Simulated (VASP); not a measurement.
A run of VASP 6.6.1 is set up as follows.

Contents of INCAR:

```
ALGO = Normal
EDIFF = 1E-6
ENCUT = 520
GGA = PE
ISIF = 2
ISMEAR = 0
LASPH = T
LCHARG = F
LREAL = F
LWAVE = F
NBANDS = 35
NELM = 100
PREC = Accurate
SIGMA = 0.1
```

Contents of KPOINTS:

```
k-points
0
Gamma
  8 8 8
```

POSCAR

```
Zr3MoC
1.0
    4.9425091053      0.0000000000      0.0000000000
    0.0000000000      4.9425091053      0.0000000000
    0.0000000000      0.0000000000      4.9425091053
Zr Mo C
3 1 1
Direct
    0.5000000000      0.0000000000      0.0000000000
    0.0000000000      0.5000000000      0.0000000000
    0.0000000000      0.0000000000      0.5000000000
    0.0000000000      0.0000000000      0.0000000000
    0.5000000000      0.5000000000      0.5000000000
```

Potentials or basis: VASP PAW PBE potentials, release 64 (Zr_sv, Mo_sv, C).

Launch:

```console
$ cat potpaw_PBE.64/Zr_sv/POTCAR potpaw_PBE.64/Mo_sv/POTCAR potpaw_PBE.64/C/POTCAR > POTCAR
$ mpirun -np 1 vasp_std > vasp.out
```

Problem. Estimate the band gap on the k mesh.

Solution. Zero (band 27 reaches 6.57 eV, above the bottom of band 28 at 5.76 eV).

Problem. What does it give for the pressure?

Solution. 0.2 GPa.
